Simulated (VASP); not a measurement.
The system is Sb.

```
Sb
1.0
     3.37675    0.00000    0.00000
    -1.68837    2.92435    0.00000
     0.00000    0.00000    5.50639
Sb
2
Cartesian
  1.6884 0.9748 4.1298
  0.0000 1.9496 1.3766
```

This cell differs from its parent crystal: volume scaled by 1.02.

Base run:

- Program: VASP 6.6.1
- Functional: PBEsol
- Potentials or basis: VASP PAW PBE potentials, release 64 (Sb)
- Cutoff: 520 eV
- k mesh: 9 × 9 × 5
- Occupations: fermi-dirac, width 0.05 eV
- Spin: no spin polarisation

Its results: band gap on the k mesh zero (band 5 reaches 12.30 eV, above the bottom of band 6 at 5.55 eV); pressure -2.8 GPa.

Problem. The run is repeated on the same cell with these changes: functional from PBEsol to LDA; potentials or basis from VASP PAW PBE potentials, release 64 (Sb) to VASP PAW LDA potentials, release 64 (Sb). What comes out?

Solution. Band gap on the k mesh zero (band 5 reaches 12.26 eV, above the bottom of band 6 at 5.60 eV); pressure -3.8 GPa.

Caveats: spin-orbit coupling is left out, which moves the levels of the heavy elements; the PAW data sets were made with another functional, which shifts forces and pressure a little (some runs).
